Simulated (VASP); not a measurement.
# CdSe (R3m) in VASP: further runs

CdSe is run at these levels: PBEsol; tasks: single point, relaxation of the atoms.

All numbers are computed with VASP 6.6.1; they aren't measurements. Logs are shortened: lines on timing, memory, paths and dates and some standing lists are left out, and cuts for length are marked.

## (1) The cell of the first run

Symmetry: R3m, No. 160, trigonal system. Conventional cell: a = 4.301 Å, b = 4.301 Å, c = 10.536 Å, α = 90.00°, β = 90.00°, γ = 120.00°. Cd (site symmetry 3m) has 4 Se at 2.63 to 2.65 Å within 3.5 Å. Within 3.5 Å of Se (site symmetry 3m) lie 4 Cd at 2.63 to 2.65 Å.

## (2) Single point, PBEsol (atom 1 moved by [0.01, 0.01, 0.01] A)

The input, INCAR:

```
  PREC = Accurate
  ENCUT = 520
  EDIFF = 1E-6
  ISMEAR = 0
  SIGMA = 0.01
  LREAL = False
  LASPH = True
  NELM = 60
  ALGO = Normal
  ISIF = 2
  LWAVE = False
  LCHARG = False
  GGA = PS
  NBANDS = 16
```

The input, KPOINTS:

```
Automatic mesh
0
Gamma
  6 6 6
```

The input, POSCAR:

```
CdSe
1.0
    0.0000000000      3.0413470752      3.0413470752
    3.0413470752      0.0000000000      3.0413470752
    3.0413470752      3.0413470752      0.0000000000
Cd Se
1 1
Direct
    0.0016440084      0.0016440084      0.0016440084
    0.7500000000      0.7500000000      0.7500000000
```

Potentials or basis: VASP PAW PBE potentials, release 64 (Cd, Se).

Command:

```sh
> cat potpaw_PBE.64/Cd/POTCAR potpaw_PBE.64/Se/POTCAR > POTCAR
> mpirun -np 1 vasp_std > vasp.out
```

OUTCAR:

```text
PREC = Accurate
   ENCUT = 520
   EDIFF = 1E-6
   ISMEAR = 0
   LREAL = False
   LASPH = True
   NELM = 60
   ISIF = 2
   GGA = PS

 ion  position               nearest neighbor table
   1  0.002  0.002  0.002-   2 2.63   2 2.63   2 2.63   2 2.65
   2  0.750  0.750  0.750-   1 2.63   1 2.63   1 2.63   1 2.65

  LATTYP: Found a face centered cubic cell.
 ALAT       =     6.0826941504

  Lattice vectors:

 A1 = (   0.0000000000,   3.0413470752,   3.0413470752)
 A2 = (   3.0413470752,   0.0000000000,   3.0413470752)
 A3 = (   3.0413470752,   3.0413470752,   0.0000000000)

Analysis of symmetry for initial positions (statically):
=====================================================================
 Subroutine PRICEL returns:
 Original cell was already a primitive cell.

 Routine SETGRP: Setting up the symmetry group for a
 face centered cubic supercell.

 Subroutine GETGRP returns: Found  6 space group operations
 (whereof  6 operations were pure point group operations)
 out of a pool of 48 trial point group operations.

The static configuration has the point symmetry C_3v.

Analysis of symmetry for dynamics (positions and initial velocities):
=====================================================================
 Subroutine PRICEL returns:
 Original cell was already a primitive cell.

 Routine SETGRP: Setting up the symmetry group for a
 face centered cubic supercell.

 Subroutine GETGRP returns: Found  6 space group operations
 (whereof  6 operations were pure point group operations)
 out of a pool of 48 trial point group operations.

The dynamic configuration has the point symmetry C_3v.

 Subroutine INISYM returns: Found  6 space group operations
 (whereof  6 operations are pure point group operations),
 and found     1 'primitive' translations

----------------------------------------------------------------------------------------

                                     Primitive cell

  volume of cell :      56.2637

  direct lattice vectors                    reciprocal lattice vectors
     0.000000000  3.041347075  3.041347075    -0.164400835  0.164400835  0.164400835
     3.041347075  0.000000000  3.041347075     0.164400835 -0.164400835  0.164400835
     3.041347075  3.041347075  0.000000000     0.164400835  0.164400835 -0.164400835

  length of vectors
     4.301114282  4.301114282  4.301114282     0.284750600  0.284750600  0.284750600

  position of ions in fractional coordinates (direct lattice)
     0.001644008  0.001644008  0.001644008
[... 72 lines left out ...]
   ISPIN  =      1    spin polarized calculation?
   LNONCOLLINEAR =      F non collinear calculations
   LSORBIT =      F    spin-orbit coupling
   LASPH  =      T    aspherical Exc in radial PAW
   ENCUT  =  520.0 eV  38.22 Ry    6.18 a.u.   8.00  8.00  8.00*2*pi/ulx,y,z
   NELM   =     60;   NELMIN=  2; NELMDL= -5     # of ELM steps
   EDIFF  = 0.1E-05   stopping-criterion for ELM
   LREAL  =      F    real-space projection
   EDIFFG = 0.1E-04   stopping-criterion for IOM
   NSW    =      0    number of steps for IOM
   IBRION =     -1    ionic relax: 0-MD 1-quasi-New 2-CG
   NFREE  =      0    steps in history (QN), initial steepest desc. (CG)
   ISIF   =      2    stress and relaxation
   ISYM   =      2    0-nonsym 1-usesym 2-fastsym
   POTIM  = 0.5000    time-step for ionic-motion
   TEBEG  =    0.0;   TEEND  =   0.0 temperature during run
   PSTRESS=    0.0 pullay stress
   NELECT =      18.0000    total number of electrons
   NUPDOWN=      -1.0000    fix difference up-down
   EMIN   =  10.00;   EMAX   =-10.00  energy-range for DOS
   EFERMI =   0.00;   METHOD = LEGACY
   ISMEAR =     0;   SIGMA  =   0.01  broadening in eV -4-tet -1-fermi 0-gaus
   EFERMI_NEDOS =   21; number of points for ismear=-14 and -15
   IALGO  =     38    algorithm
   IMIX   =      4    mixing-type and parameters
     AMIX     =   0.40;   BMIX     =  1.00
     AMIX_MAG =   1.60;   BMIX_MAG =  1.00
  volume/ion in A,a.u.               =      28.13       189.84
  Fermi-wavevector in a.u.,A,eV,Ry     =   1.119669  2.115868 17.057064  1.253659
  Thomas-Fermi vector in A             =   2.256310
   LORBIT       =      0    0 simple, 1 ext, 2 COOP (PROOUT), +10 PAW based schemes
   GGA     = PS    functional components
   LHFCALC =     F    Hartree Fock is set to
   AEXX    =    0.0000 exact exchange contribution
   IVDW    =     0    specifies the selected vdW correction
   LEPSILON=     F    determine dielectric tensor
   LRPA    =     F    only Hartree local field effects (RPA)
 non-spin polarized calculation
 Gauss-broadening in eV      SIGMA  =   0.01
  energy-cutoff  :      520.00
  volume of cell :       56.26
 maximum number of plane-waves:      1527
   NGX = 15   NGY = 15   NGZ = 15

 number of electron      18.0000002 magnetization

 Free energy of the ion-electron system (eV)
  ---------------------------------------------------
  ext. energy  EPLUGINS =         0.00000000
  ---------------------------------------------------
  free energy    TOTEN  =        -6.17179954 eV

  energy without entropy =       -6.17179954  energy(sigma->0) =       -6.17179954

 E-fermi :   0.9350     XC(G=0):  -9.0971

 val. band max:        0.8254147592   @ k =   0.0000   0.0000   0.0000
 cond. band min:       1.2952304453   @ k =   0.0000   0.0000   0.0000
 fundamental gap:      0.4698156862
 Fermi energy:         0.9350387652

 k-point     1 :       0.0000    0.0000    0.0000
  band No.  band energies     occupation
      1     -11.8083      2.00000
      2      -7.1077      2.00000
      3      -7.1077      2.00000
      4      -7.0898      2.00000
      5      -6.7208      2.00000
      6      -6.7208      2.00000
[... 433 lines left out ...]
      3      -6.9019      2.00000
      4      -6.7624      2.00000
      5      -6.7073      2.00000
      6      -6.2923      2.00000
[... 8 lines left out ...]
     15      11.5571      0.00000
     16      14.8025      0.00000

 [... further k-points ...]
[... 5 lines left out ...]
  --------------------------------------------------------------------------------------
  -------------------------------------------------------------------------------------
  Total        0.1157952      0.1157952      0.1157952     -0.0618054     -0.0618054     -0.0618054
  in kB        3.2974130      3.2974130      3.2974130     -1.7599854     -1.7599854     -1.7599854
  external PRESSURE =       3.2974130 kB  Pullay stress =       0.0000000 kB

 VOLUME and BASIS-vectors are now :
 -----------------------------------------------------------------------------
  energy-cutoff  :      520.00
  volume of cell :       56.26
      direct lattice vectors                 reciprocal lattice vectors
     0.000000000  3.041347075  3.041347075    -0.164400835  0.164400835  0.164400835
     3.041347075  0.000000000  3.041347075     0.164400835 -0.164400835  0.164400835
     3.041347075  3.041347075  0.000000000     0.164400835  0.164400835 -0.164400835

 POSITION                                       TOTAL-FORCE (eV/Angst)
 -----------------------------------------------------------------------------------
      0.01000      0.01000      0.01000        -0.047026     -0.047026     -0.047026
      4.56202      4.56202      4.56202         0.047026      0.047026      0.047026
 -----------------------------------------------------------------------------------
    total drift:                               -0.000029     -0.000029     -0.000029

  FREE ENERGIE OF THE ION-ELECTRON SYSTEM (eV)
  ---------------------------------------------------
  free  energy   TOTEN  =        -6.1717995364 eV

  energy  without entropy=       -6.1717995364  energy(sigma->0) =       -6.17179954
```

Wall time 19 s (1 thread of Intel Xeon 6975P-C, shared host); peak memory 0.19 GiB.

Results:

```yaml
Free_energy: -6.1718 eV
Pressure: 0.3 GPa
Largest_force: 0.081 eV/Å
Band_gap_on_the_k_mesh: 0.47 eV, direct
```

Forces on the atoms (eV/Å):
```
Cd  -0.047 -0.047 -0.047
Se   0.047  0.047  0.047
```

Stress tensor (GPa, compression positive):
```
 0.33 -0.18 -0.18
-0.18  0.33 -0.18
-0.18 -0.18  0.33
```

Caveat: the cell differs from its parent crystal (atom 1 moved by [0.01, 0.01, 0.01] A); the PAW data sets were made with another functional, which shifts forces and pressure a little.

## (3) Single point, PBEsol (atom 1 moved by [-0.01, -0.01, -0.01] A)

The input, INCAR:

```
PREC     = Accurate       # precision mode
ENCUT    = 520            # plane-wave cutoff, eV
EDIFF    = 1E-7           # SCF threshold, eV
ISMEAR   = 0              # smearing method
SIGMA    = 0.01           # smearing width, eV
LREAL    = False          # projectors in reciprocal space
LASPH    = True           # aspherical terms in the spheres
NELM     = 60             # most SCF steps
ALGO     = Normal         # electronic algorithm
ISIF     = 2              # what is computed and relaxed
LWAVE    = False          # write WAVECAR
LCHARG   = False          # write CHGCAR
GGA      = PS             # functional
NBANDS   = 16             # bands
```

The input, KPOINTS:

```
regular mesh
0
Gamma
  6 6 6
```

POSCAR, as its differences from that of step 2:

```diff
@@ -8,3 +8,3 @@
 Direct
-    0.0016440084      0.0016440084      0.0016440084
+   -0.0016440084     -0.0016440084     -0.0016440084
     0.7500000000      0.7500000000      0.7500000000
```

Potentials or basis: VASP PAW PBE potentials, release 64 (Cd, Se).

Command:

```sh
> cat potpaw_PBE.64/Cd/POTCAR potpaw_PBE.64/Se/POTCAR > POTCAR
> mpirun -np 1 vasp_std > vasp.out
```

Run time: 21 s. Hardware: 1 thread of Intel Xeon 6975P-C, shared host; peak memory 0.19 GiB.

The run converged. Its results:

```
Free energy            : -6.1718 eV
Pressure               : 0.3 GPa
Largest force          : 0.088 eV/Å
Band gap on the k mesh : 0.47 eV, direct
```

Forces in eV/Å, atoms in the order of the input:
```
Cd   0.051  0.051  0.051
Se  -0.051 -0.051 -0.051
```

Stress tensor (GPa, compression positive):
```
0.33 0.19 0.19
0.19 0.33 0.19
0.19 0.19 0.33
```

Levels at points of the mesh, in eV from the valence-band top:
| k point | band 6 | band 7 | band 8 | band 9 | band 10 | band 11 | band 12 | band 13 |
| --- | --- | --- | --- | --- | --- | --- | --- | --- |
| (0.00, 0.00, 0.00) | -7.54 | -0.02 | 0.00 | 0.00 | 0.47 | 5.84 | 5.84 | 5.86 |
| (0.50, 0.00, 0.00) | -7.25 | -4.44 | -0.78 | -0.74 | 2.27 | 6.31 | 6.39 | 7.27 |
| (0.50, 0.50, 0.50) | -7.25 | -4.49 | -0.77 | -0.77 | 2.31 | 6.37 | 6.37 | 7.29 |
| (0.50, 0.50, 0.00) | -7.19 | -4.14 | -1.89 | -1.88 | 2.99 | 3.67 | 8.97 | 10.10 |

Caveat: the cell differs from its parent crystal (atom 1 moved by [-0.01, -0.01, -0.01] A); the PAW data sets were made with another functional, which shifts forces and pressure a little.

## (4) Relaxation of the atoms, PBEsol (equal xy, yz and zx engineering shears of -0.5 %)

The input, INCAR:

```
SYSTEM = CdSe
PREC = Accurate
ENCUT = 520
EDIFF = 1E-6
ISMEAR = 0
SIGMA = 0.01
LREAL = .False.
LASPH = .True.
NELM = 100
ALGO = Normal
ISIF = 2
LWAVE = .False.
LCHARG = .False.
GGA = PS
IBRION = 2
NSW = 50
EDIFFG = -0.002
```

The input, KPOINTS:

```
regular mesh
0
Gamma
  6 6 6
  0 0 0
```

The input, POSCAR:

```
CdSe
1.0
   -0.0152067354      3.0337437075      3.0337437075
    3.0337437075     -0.0152067354      3.0337437075
    3.0337437075      3.0337437075     -0.0152067354
Cd Se
1 1
Direct
    0.0000000000      0.0000000000      0.0000000000
    0.7500000000      0.7500000000      0.7500000000
```

Command:

```sh
> cat potpaw_PBE.64/Cd/POTCAR potpaw_PBE.64/Se/POTCAR > POTCAR
> mpirun -np 1 vasp_std > vasp.out
```

It took 27 s on 1 thread of Intel Xeon 6975P-C, shared host; peak memory 0.19 GiB.

The run converged. Its results:

| Quantity | Value |
| --- | --- |
| Free energy | -6.1722 eV |
| Energy gained by relaxing | 0.2 meV/atom |
| Ionic steps | 3 |
| Pressure after relaxing | 0.3 GPa |
| Band gap on the k mesh | 0.46 eV, direct |

Stress tensor (GPa, compression positive):
```
0.33 0.11 0.11
0.11 0.33 0.11
0.11 0.11 0.33
```

Step by step:
```
step  energy change (eV)  largest force (eV/Å)  pressure (GPa)
   1              0.0000                0.0564            0.34
   2             -0.0002                0.0287            0.33
   3             -0.0003                0.0008            0.33
```

Final structure:
```yaml
crystal:
  lattice:
    - [-0.01521, 3.03374, 3.03374]
    - [3.03374, -0.01521, 3.03374]
    - [3.03374, 3.03374, -0.01521]
  atoms:
    - { symbol: Cd, position: [0.00053, 0.00053, 0.00053] }
    - { symbol: Se, position: [0.74947, 0.74947, 0.74947] }
```

Levels at points of the mesh, in eV from the valence-band top:
```csv
k point,band 7,band 8,band 9,band 10,band 11,band 12
"(0.00, 0.00, 0.00)",-0.03,-0.03,0.00,0.46,5.80,5.80
"(0.50, 0.00, 0.00)",-4.48,-0.79,-0.76,2.28,6.35,6.35
"(0.50, 0.50, 0.00)",-4.15,-1.92,-1.88,2.97,3.65,8.95
"(0.50, 0.50, 0.50)",-4.45,-0.80,-0.80,2.22,6.30,6.30
```

Caveat: the cell differs from its parent crystal (equal xy, yz and zx engineering shears of -0.5 %); the PAW data sets were made with another functional, which shifts forces and pressure a little.

## (5) Relaxation of the atoms, PBEsol (equal xy, yz and zx engineering shears of +0.5 %)

The input, INCAR:

```
SYSTEM = CdSe
PREC = Accurate ; ENCUT = 520
EDIFF = 1E-7 ; ISMEAR = 0
SIGMA = 0.01 ; LREAL = .FALSE.
LASPH = .TRUE. ; NELM = 100
ALGO = Normal ; ISIF = 2
LWAVE = .FALSE. ; LCHARG = .FALSE.
GGA = PS ; IBRION = 2
NSW = 50 ; EDIFFG = -0.002
```

The input, KPOINTS:

```
Automatic mesh
0
G
  6 6 6
  0 0 0
```

The input, POSCAR:

```
CdSe
1.0
    0.0152067354      3.0489504429      3.0489504429
    3.0489504429      0.0152067354      3.0489504429
    3.0489504429      3.0489504429      0.0152067354
Cd Se
1 1
Direct
    0.0000000000      0.0000000000      0.0000000000
    0.7500000000      0.7500000000      0.7500000000
```

Command:

```sh
> cat potpaw_PBE.64/Cd/POTCAR potpaw_PBE.64/Se/POTCAR > POTCAR
> mpirun -np 1 vasp_std > vasp.out
```

Run time: 36 s. Hardware: 1 thread of Intel Xeon 6975P-C, shared host; peak memory 0.19 GiB.

Results (log left out):

```
Free energy               : -6.1722 eV
Energy gained by relaxing : 0.2 meV/atom
Ionic steps               : 4
Pressure after relaxing   : 0.3 GPa
Band gap on the k mesh    : 0.47 eV, direct
```

Stress tensor (GPa, compression positive):
```
 0.33 -0.11 -0.11
-0.11  0.33 -0.11
-0.11 -0.11  0.33
```

The path:
| step | energy change (eV) | largest force (eV/Å) | pressure (GPa) |
| --- | --- | --- | --- |
| 1 | 0.0000 | 0.0533 | 0.33 |
| 2 | -0.0002 | 0.0291 | 0.33 |
| 3 | -0.0003 | 0.0021 | 0.33 |
| 4 | -0.0003 | 0.0002 | 0.33 |

Final structure:
```
CELL_PARAMETERS angstrom
0.01521 3.04895 3.04895
3.04895 0.01521 3.04895
3.04895 3.04895 0.01521
ATOMIC_POSITIONS crystal
Cd 0.99947 0.99947 0.99947
Se 0.75053 0.75053 0.75053
```

Levels at points of the mesh, in eV from the valence-band top:
| k point | band 7 | band 8 | band 9 | band 10 | band 11 | band 12 |
| --- | --- | --- | --- | --- | --- | --- |
| (0.00, 0.00, 0.00) | -0.03 | 0.00 | 0.00 | 0.47 | 5.79 | 5.87 |
| (0.50, 0.00, 0.00) | -4.46 | -0.79 | -0.76 | 2.26 | 6.33 | 6.34 |
| (0.50, 0.50, 0.00) | -4.14 | -1.91 | -1.87 | 2.98 | 3.66 | 8.96 |
| (0.50, 0.50, 0.50) | -4.48 | -0.75 | -0.75 | 2.32 | 6.39 | 6.39 |

Caveat: the cell differs from its parent crystal (equal xy, yz and zx engineering shears of +0.5 %); the PAW data sets were made with another functional, which shifts forces and pressure a little.

## (6) Summary

```csv
task,cell,gap on the mesh (eV),pressure (GPa)
single point,"a = 4.301 Å, angles 60.0°, 2 atoms",0.47,0.3
relaxation of the atoms,"atoms relaxed from a = 4.290 Å, angles 60.3°, 2 atoms",0.46,0.3
relaxation of the atoms,"atoms relaxed from a = 4.312 Å, angles 59.7°, 2 atoms",0.47,0.3
```

Alike in all rows: level PBEsol; potentials or basis VASP PAW PBE potentials, release 64 (Cd, Se); no spin polarisation; k mesh 6 × 6 × 6; cutoff (eV) 520; smearing gaussian 0.01 eV.

Caveats: the PAW data sets were made with another functional, which shifts forces and pressure a little.

Absolute energies hang on the potentials; compare differences alone.
